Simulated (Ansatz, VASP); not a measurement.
## CdF2: VASP beside Ansatz

The input POSCAR:

```
CdF2
1.0
    0.0000000000      2.6825809941      2.6825809941
    2.6825809941      0.0000000000      2.6825809941
    2.6825809941      2.6825809941      0.0000000000
Cd F
1 2
Direct
    0.0000000000      0.0000000000      0.0000000000
    0.2500000000      0.2500000000      0.2500000000
    0.7500000000      0.7500000000      0.7500000000
```

INCAR.step1

```
SYSTEM = CdF2
PREC = Accurate ; ENCUT = 520
ISMEAR = 0 ; SIGMA = 0.01
LREAL = .FALSE. ; LASPH = .TRUE.
NELM = 80 ; NBANDS = 20
GGA = PE ; ALGO = Normal
EDIFF = 1E-4 ; LWAVE = .TRUE.
LCHARG = .FALSE.
```

Contents of INCAR.step2:

```
SYSTEM = CdF2
PREC = Accurate ; ENCUT = 520
EDIFF = 1E-7 ; ISMEAR = 0
SIGMA = 0.01 ; LREAL = .FALSE.
LASPH = .TRUE. ; NELM = 80
ALGO = Normal ; ISIF = 2
LWAVE = .FALSE. ; LCHARG = .FALSE.
METAGGA = R2SCAN ; LMIXTAU = .TRUE.
NBANDS = 20 ; ISTART = 1
```

File KPOINTS:

```
Automatic mesh
0
G
  6 6 6
  0 0 0
```

Input for Ansatz:

```yaml
crystal:
  lattice:
    - [0.0, 2.6825809941, 2.6825809941]
    - [2.6825809941, 0.0, 2.6825809941]
    - [2.6825809941, 2.6825809941, 0.0]
  atoms:
    - { symbol: Cd, position: [0.0, 0.0, 0.0] }
    - { symbol: F, position: [0.25, 0.25, 0.25] }
    - { symbol: F, position: [0.75, 0.75, 0.75] }
kpoints:
  mp_grid: { grid: [6, 6, 6] }
hamiltonian:
  xc: r2scan
scf:
  occupations: { method: fixed }
  n_extra_bands: 4
output:
  forces: true
  stress: true
  eigenvalues: true
```

Alike in both runs: task single point; functional r2SCAN; k mesh 6 × 6 × 6; no spin polarisation.

|  | VASP | Ansatz |
| --- | --- | --- |
| version | VASP 6.6.1 | Ansatz 0.2.0 |
| potentials or method | VASP PAW PBE potentials, release 64 (Cd, F) | plane waves, PAW |
| plane-wave cutoff (eV) | 520 | 500 |
| occupations | gaussian, width 0.01 eV | fixed |
| valence electrons in the cell | 26 | 34 |

Ansatz gave:

- gap on the k mesh at the Fermi level (eV): 3.86
- pressure (GPa): 1.5

What did VASP give for the same quantities?

gap on the k mesh at the Fermi level (eV): 3.82; pressure (GPa): 2.6.

VASP's potentials were made for PBE, not for r2SCAN. VASP's potentials hold 26 valence electrons a cell and Ansatz's 34, so a difference there can come from the potentials and not from the codes.
